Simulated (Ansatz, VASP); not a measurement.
# One calculation of WS2, two programs

File INCAR:

```
PREC = Accurate
ENCUT = 600
EDIFF = 1E-7
ISMEAR = -1
SIGMA = 0.05
LREAL = False
LASPH = True
NELM = 80
ALGO = Normal
ISIF = 3
LWAVE = False
LCHARG = False
GGA = PE
IVDW = 13
IBRION = 2
NSW = 60
EDIFFG = -0.01
```

Contents of KPOINTS:

```
regular mesh
0
Gamma
  10 10 10
```

File POSCAR:

```
WS2
1.0
    1.5790000000      0.9116360751      6.1633333333
   -1.5790000000      0.9116360751      6.1633333333
    0.0000000000     -1.8232721501      6.1633333333
W S
1 2
Direct
    0.0000000000      0.0000000000      0.0000000000
    0.5810000000      0.5810000000      0.5810000000
    0.7503000000      0.7503000000      0.7503000000
```

The input input.yaml:

```yaml
crystal:
  lattice:
    - [1.579, 0.9116360751, 6.1633333333]
    - [-1.579, 0.9116360751, 6.1633333333]
    - [0.0, -1.8232721501, 6.1633333333]
  atoms:
    - { symbol: W, position: [0.0, 0.0, 0.0] }
    - { symbol: S, position: [0.581, 0.581, 0.581] }
    - { symbol: S, position: [0.7503, 0.7503, 0.7503] }
hamiltonian:
  xc: pbe
  pseudopotentials: { kind: paw }
  dispersion: d4
kpoints:
  mp_grid: { grid: [10, 10, 10] }
scf:
  occupations: { method: fermi_dirac, width: 0.05 }
output:
  forces: true
  stress: true
  eigenvalues: true
relax:
  f_tol: 0.01
  max_steps: 40
  cell: { stress_tol: 0.05 }
```

Alike in both runs: task relaxation of cell and atoms; functional PBE; dispersion D4; k mesh 10 × 10 × 10; occupations fermi-dirac, width 0.05 eV; no spin polarisation.

```csv
,VASP,Ansatz
version,VASP 6.6.1,Ansatz 0.2.0
potentials or method,"VASP PAW PBE potentials, release 64 (W_sv, S)",Ansatz PAW
plane-wave cutoff (eV),600,420
valence electrons in the cell,26,26
```

VASP gave:

- gap on the k mesh at the Fermi level, each at its own relaxed structure (eV): 0.99
- relaxed volume (Å³/atom): 17.48
- relaxed length of the cell vector where the two differ most in proportion (Å): 6.336

Question: Which values does Ansatz return?

Answer: gap on the k mesh at the Fermi level, each at its own relaxed structure (eV): 0.98; relaxed volume (Å³/atom): 17.50; relaxed length of the cell vector where the two differ most in proportion (Å): 6.342.

Neither program's run includes spin-orbit coupling. Noted on Ansatz's run: the plane-wave basis is chosen anew once the cell has moved, so the energies of steps on either side of that aren't comparable.
